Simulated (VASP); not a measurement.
Here is a VASP 6.6.1 calculation.

Contents of INCAR:

```
SYSTEM = AlP
ALGO = Normal
EDIFF = 1E-6
ENCUT = 500
GGA = PE
GGA_COMPAT = .False.
ISIF = 2
ISMEAR = 0
LASPH = .True.
LCHARG = .False.
LREAL = .False.
LWAVE = .False.
NBANDS = 11
NELM = 120
PREC = Accurate
SIGMA = 0.01
```

Contents of KPOINTS:

```
k-points
0
Gamma
  6 6 6
  0 0 0
```

Contents of POSCAR:

```
AlP
1.0
    0.0000000000      2.8074025351      2.8074025351
    2.8074025351      0.0000000000      2.8074025351
    2.8074025351      2.8074025351      0.0000000000
Al P
1 1
Direct
    0.0000000000      0.0000000000      0.0000000000
    0.2500000000      0.2500000000      0.2500000000
```

Potentials or basis: VASP PAW PBE potentials, release 64 (Al, P).

Run with:

```console
$ cat potpaw_PBE.64/Al/POTCAR potpaw_PBE.64/P/POTCAR > POTCAR
$ mpirun -np 1 vasp_std > vasp.out
```

What does it give for the band gap on the k mesh?

1.73 eV, indirect (least direct gap 2.60 eV).

Estimate the pressure.

-4.3 GPa.

 A k mesh can miss the band edges.
